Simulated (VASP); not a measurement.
# Pt (Fm-3m) in VASP: single point with PBE

Aim: the single point of Pt with PBE.

Everything below comes from runs of VASP 6.6.1. Logs are shortened: lines on timing, memory, paths and dates and some standing lists are left out, and cuts for length are marked.

**1. The cell of the first run**

The structure is cubic, space group Fm-3m (No. 225). The conventional cell has a = 3.967 Å, b = 3.967 Å, c = 3.967 Å, α = 90.00°, β = 90.00°, γ = 90.00°. Pt (site symmetry m-3m) has 12 Pt at 2.81 Å within 3.7 Å.

**2. Single point, PBE**

The input, INCAR:

```
SYSTEM = Pt
  ALGO = Normal
  EDIFF = 1E-6
  ENCUT = 500
  GGA = PE
  GGA_COMPAT = .False.
  ISIF = 2
  ISMEAR = 0
  LASPH = .True.
  LCHARG = .False.
  LREAL = .False.
  LWAVE = .False.
  NBANDS = 11
  NELM = 120
  PREC = Accurate
  SIGMA = 0.1
```

The input, KPOINTS:

```
k-points
0
Gamma
  8 8 8
  0 0 0
```

The input, POSCAR:

```
Pt
1.0
    0.0000000000      1.9836737137      1.9836737137
    1.9836737137      0.0000000000      1.9836737137
    1.9836737137      1.9836737137      0.0000000000
Pt
1
Direct
    0.0000000000      0.0000000000      0.0000000000
```

Potentials or basis: VASP PAW PBE potentials, release 64 (Pt).

On the command line:

```sh
$ cat potpaw_PBE.64/Pt/POTCAR > POTCAR
$ mpirun -np 1 vasp_std > vasp.out
```

OUTCAR:

```text
SYSTEM = Pt
   EDIFF = 1E-6
   ENCUT = 500
   GGA = PE
   ISIF = 2
   ISMEAR = 0
   LASPH = .True.
   LREAL = .False.
   NELM = 120
   PREC = Accurate

 ion  position               nearest neighbor table
   1  0.000  0.000  0.000-

  LATTYP: Found a face centered cubic cell.
 ALAT       =     3.9673474274

  Lattice vectors:

 A1 = (   0.0000000000,   1.9836737137,   1.9836737137)
 A2 = (   1.9836737137,   0.0000000000,   1.9836737137)
 A3 = (   1.9836737137,   1.9836737137,   0.0000000000)

Analysis of symmetry for initial positions (statically):
=====================================================================
 Subroutine PRICEL returns:
 Original cell was already a primitive cell.

 Routine SETGRP: Setting up the symmetry group for a
 face centered cubic supercell.

 Subroutine GETGRP returns: Found 48 space group operations
 (whereof 48 operations were pure point group operations)
 out of a pool of 48 trial point group operations.

The static configuration has the point symmetry O_h .

Analysis of symmetry for dynamics (positions and initial velocities):
=====================================================================
 Subroutine PRICEL returns:
 Original cell was already a primitive cell.

 Routine SETGRP: Setting up the symmetry group for a
 face centered cubic supercell.

 Subroutine GETGRP returns: Found 48 space group operations
 (whereof 48 operations were pure point group operations)
 out of a pool of 48 trial point group operations.

The dynamic configuration has the point symmetry O_h .

 Subroutine INISYM returns: Found 48 space group operations
 (whereof 48 operations are pure point group operations),
 and found     1 'primitive' translations

----------------------------------------------------------------------------------------

                                     Primitive cell

  volume of cell :      15.6114

  direct lattice vectors                    reciprocal lattice vectors
     0.000000000  1.983673714  1.983673714    -0.252057582  0.252057582  0.252057582
     1.983673714  0.000000000  1.983673714     0.252057582 -0.252057582  0.252057582
     1.983673714  1.983673714  0.000000000     0.252057582  0.252057582 -0.252057582

  length of vectors
     2.805338269  2.805338269  2.805338269     0.436576539  0.436576539  0.436576539

  position of ions in fractional coordinates (direct lattice)
     0.000000000  0.000000000  0.000000000

  ion indices of the primitive-cell ions
   primitive index   ion index
                 1           1

----------------------------------------------------------------------------------------

 KPOINTS: k-points

Automatic generation of k-mesh.
 Grid dimensions read from file:
 generate k-points for:    8    8    8

 Generating k-lattice:

  Cartesian coordinates                     Fractional coordinates (reciprocal lattice)
    -0.031507198  0.031507198  0.031507198     0.125000000  0.000000000  0.000000000
     0.031507198 -0.031507198  0.031507198     0.000000000  0.125000000  0.000000000
     0.031507198  0.031507198 -0.031507198     0.000000000  0.000000000  0.125000000

  Length of vectors
     0.054572067  0.054572067  0.054572067

  Shift w.r.t. Gamma in fractional coordinates (k-lattice)
     0.000000000  0.000000000  0.000000000

 Subroutine IBZKPT returns following result:
 ===========================================

 Found     29 irreducible k-points:

 Following reciprocal coordinates:
            Coordinates               Weight
  0.000000  0.000000  0.000000      1.000000
  0.125000  0.000000  0.000000      8.000000
  0.250000  0.000000  0.000000      8.000000
  0.375000  0.000000  0.000000      8.000000
  0.500000  0.000000  0.000000      4.000000
  0.125000  0.125000  0.000000      6.000000
[... 16 lines left out ...]
  0.500000  0.250000  0.125000     48.000000
 -0.375000  0.250000  0.125000     24.000000
 [... further k-points ...]
   k-points           NKPTS =     29   k-points in BZ     NKDIM =     29   number of bands    NBANDS=     11
   number of dos      NEDOS =    301   number of ions     NIONS =      1
   total plane-waves  NPLWV =   8000
   dimension x,y,z NGX =    20 NGY =   20 NGZ =   20
   dimension x,y,z NGXF=    40 NGYF=   40 NGZF=   40
   ions per type =               1
   NGX,Y,Z   is equivalent  to a cutoff of  11.85, 11.85, 11.85 a.u.
   NGXF,Y,Z  is equivalent  to a cutoff of  23.70, 23.70, 23.70 a.u.
 SYSTEM =  Pt
   PREC   = accura    normal or accurate (medium, high low for compatibility)
   ISTART =      0    job   : 0-new  1-cont  2-samecut
   ICHARG =      2    charge: 1-file 2-atom 10-const
   ISPIN  =      1    spin polarized calculation?
   LNONCOLLINEAR =      F non collinear calculations
   LSORBIT =      F    spin-orbit coupling
   LASPH  =      T    aspherical Exc in radial PAW
   ENCUT  =  500.0 eV  36.75 Ry    6.06 a.u.   5.11  5.11  5.11*2*pi/ulx,y,z
   NELM   =    120;   NELMIN=  2; NELMDL= -5     # of ELM steps
   EDIFF  = 0.1E-05   stopping-criterion for ELM
   LREAL  =      F    real-space projection
   EDIFFG = 0.1E-04   stopping-criterion for IOM
   NSW    =      0    number of steps for IOM
   IBRION =     -1    ionic relax: 0-MD 1-quasi-New 2-CG
   NFREE  =      0    steps in history (QN), initial steepest desc. (CG)
   ISIF   =      2    stress and relaxation
   ISYM   =      2    0-nonsym 1-usesym 2-fastsym
   POTIM  = 0.5000    time-step for ionic-motion
   TEBEG  =    0.0;   TEEND  =   0.0 temperature during run
   PSTRESS=    0.0 pullay stress
   NELECT =      10.0000    total number of electrons
   NUPDOWN=      -1.0000    fix difference up-down
   EMIN   =  10.00;   EMAX   =-10.00  energy-range for DOS
   EFERMI =   0.00;   METHOD = LEGACY
   ISMEAR =     0;   SIGMA  =   0.10  broadening in eV -4-tet -1-fermi 0-gaus
   EFERMI_NEDOS =   21; number of points for ismear=-14 and -15
   IALGO  =     38    algorithm
   IMIX   =      4    mixing-type and parameters
     AMIX     =   0.40;   BMIX     =  1.00
     AMIX_MAG =   1.60;   BMIX_MAG =  1.00
  volume/ion in A,a.u.               =      15.61       105.35
  Fermi-wavevector in a.u.,A,eV,Ry     =   1.411220  2.666818 27.096556  1.991541
  Thomas-Fermi vector in A             =   2.533093
   LORBIT       =      0    0 simple, 1 ext, 2 COOP (PROOUT), +10 PAW based schemes
   GGA     = PE    functional components
   LHFCALC =     F    Hartree Fock is set to
   AEXX    =    0.0000 exact exchange contribution
   IVDW    =     0    specifies the selected vdW correction
   LEPSILON=     F    determine dielectric tensor
   LRPA    =     F    only Hartree local field effects (RPA)
 non-spin polarized calculation
 Gauss-broadening in eV      SIGMA  =   0.10
  energy-cutoff  :      500.00
  volume of cell :       15.61
 maximum number of plane-waves:       415
   NGX = 11   NGY = 11   NGZ = 11

 number of electron      10.0000002 magnetization

 Free energy of the ion-electron system (eV)
  ---------------------------------------------------
  ext. energy  EPLUGINS =         0.00000000
  ---------------------------------------------------
  free energy    TOTEN  =        -6.08655028 eV

  energy without entropy =       -6.07702050  energy(sigma->0) =       -6.08178539

 E-fermi :  10.5387     XC(G=0): -13.2912

 val. band max:       10.4079493335   @ k =  -0.3750   0.3750   0.0000
 cond. band min:      10.5468346512   @ k =  -0.2500   0.1250   0.0000
 fundamental gap:      0.1388853177
 Fermi energy:        10.5387251462

 k-point     1 :       0.0000    0.0000    0.0000
  band No.  band energies     occupation
      1       0.7792      2.00000
      2       7.0007      2.00000
      3       7.0007      2.00000
      4       7.0007      2.00000
      5       9.0297      2.00000
      6       9.0297      2.00000
      7      25.3476      0.00000
      8      30.1160      0.00000
      9      30.1160      0.00000
     10      30.1160      0.00000
     11      35.3441      0.00000

 k-point     2 :       0.1250    0.0000    0.0000
  band No.  band energies     occupation
      1       1.3701      2.00000
      2       6.7749      2.00000
      3       7.2087      2.00000
      4       7.2087      2.00000
      5       8.9375      2.00000
      6       8.9375      2.00000
      7      26.1763      0.00000
      8      27.6588      0.00000
      9      30.9972      0.00000
     10      30.9972      0.00000
     11      36.3844      0.00000

 k-point     3 :       0.2500    0.0000    0.0000
  band No.  band energies     occupation
      1       2.7699      2.00000
      2       6.6793      2.00000
      3       7.3554      2.00000
      4       7.3554      2.00000
      5       9.2032      2.00000
      6       9.2032      2.00000
      7      23.7128      0.00000
      8      26.9317      0.00000
      9      32.8642      0.00000
     10      32.8642      0.00000
     11      33.8440      0.00000

 k-point     4 :       0.3750    0.0000    0.0000
  band No.  band energies     occupation
      1       3.5714      2.00000
      2       7.0923      2.00000
      3       7.0923      2.00000
      4       8.2808      2.00000
      5      10.1042      2.00000
      6      10.1042      2.00000
      7      19.1261      0.00000
      8      25.5561      0.00000
      9      30.6891      0.00000
     10      30.6891      0.00000
     11      36.6740      0.00000
[... 239 lines left out ...]
 k-point    22 :       0.3750    0.2500    0.1250
  band No.  band energies     occupation
      1       4.0140      2.00000
      2       5.7592      2.00000
      3       6.9945      2.00000
      4       8.5725      2.00000
      5       8.6559      2.00000
      6      10.5940      0.43471
      7      23.8818      0.00000
      8      25.9960      0.00000
      9      28.3655      0.00000
     10      30.6901      0.00000
     11      34.3205      0.00000

 k-point    23 :       0.5000    0.2500    0.1250
  band No.  band energies     occupation
      1       4.8280      2.00000
      2       6.2377      2.00000
      3       6.5025      2.00000
      4       8.2972      2.00000
      5       9.8808      2.00000
      6      12.4359      0.00000
      7      19.6465      0.00000
      8      24.6965      0.00000
      9      26.6372      0.00000
     10      30.7984      0.00000
     11      34.6238      0.00000

 k-point    24 :      -0.3750    0.2500    0.1250
  band No.  band energies     occupation
      1       4.8547      2.00000
      2       6.0431      2.00000
      3       7.3387      2.00000
      4       8.0472      2.00000
      5      10.3910      1.96332
      6      14.9331      0.00000
      7      15.9007      0.00000
      8      25.0022      0.00000
      9      25.4936      0.00000
     10      29.5800      0.00000
     11      36.4219      0.00000

 [... further k-points ...]

------------------------ aborting loop because EDIFF is reached ----------------------------------------

  FORCE on cell =-STRESS in cart. coord.  units (eV):
  Direction    XX          YY          ZZ          XY          YZ          ZX
  --------------------------------------------------------------------------------------
  -------------------------------------------------------------------------------------
  Total       -0.0614370     -0.0614370     -0.0614370      0.0000000      0.0000000      0.0000000
  in kB       -6.3052103     -6.3052103     -6.3052103      0.0000000      0.0000000      0.0000000
  external PRESSURE =      -6.3052103 kB  Pullay stress =       0.0000000 kB

 VOLUME and BASIS-vectors are now :
 -----------------------------------------------------------------------------
  energy-cutoff  :      500.00
  volume of cell :       15.61
      direct lattice vectors                 reciprocal lattice vectors
     0.000000000  1.983673714  1.983673714    -0.252057582  0.252057582  0.252057582
     1.983673714  0.000000000  1.983673714     0.252057582 -0.252057582  0.252057582
     1.983673714  1.983673714  0.000000000     0.252057582  0.252057582 -0.252057582

 POSITION                                       TOTAL-FORCE (eV/Angst)
 -----------------------------------------------------------------------------------
      0.00000      0.00000      0.00000         0.000000      0.000000      0.000000
 -----------------------------------------------------------------------------------
    total drift:                                0.000000      0.000000      0.000000

  FREE ENERGIE OF THE ION-ELECTRON SYSTEM (eV)
  ---------------------------------------------------
  free  energy   TOTEN  =        -6.0865502830 eV

  energy  without entropy=       -6.0770205038  energy(sigma->0) =       -6.08178539
```

It took 4.4 s on 1 thread of Intel Xeon Platinum 8259CL at 2.50GHz (Skylake/Cascade Lake), shared host; peak memory 0.12 GiB.

What came out:

```
Free energy            : -6.0866 eV
Pressure               : -0.6 GPa
Band gap on the k mesh : zero (bands 5 and 6 overlap by 2.09 eV)
```

Levels at points of the mesh, in eV from the Fermi level:
```tsv
k point	band 2	band 3	band 4	band 5	band 6	band 7	band 8	band 9
(0.00, 0.00, 0.00)	-3.54	-3.54	-3.54	-1.51	-1.51	14.81	19.58	19.58
(0.50, 0.00, 0.00)	-3.60	-3.60	-0.26	0.07	0.07	5.63	14.37	18.81
(0.50, 0.50, 0.00)	-6.21	0.03	0.49	0.49	1.92	8.56	11.36	11.36
```

Caveat: spin-orbit coupling is left out, which moves the levels of the heavy elements.

The gap in the log of VASP goes by the Fermi energy; the results here count the filled bands.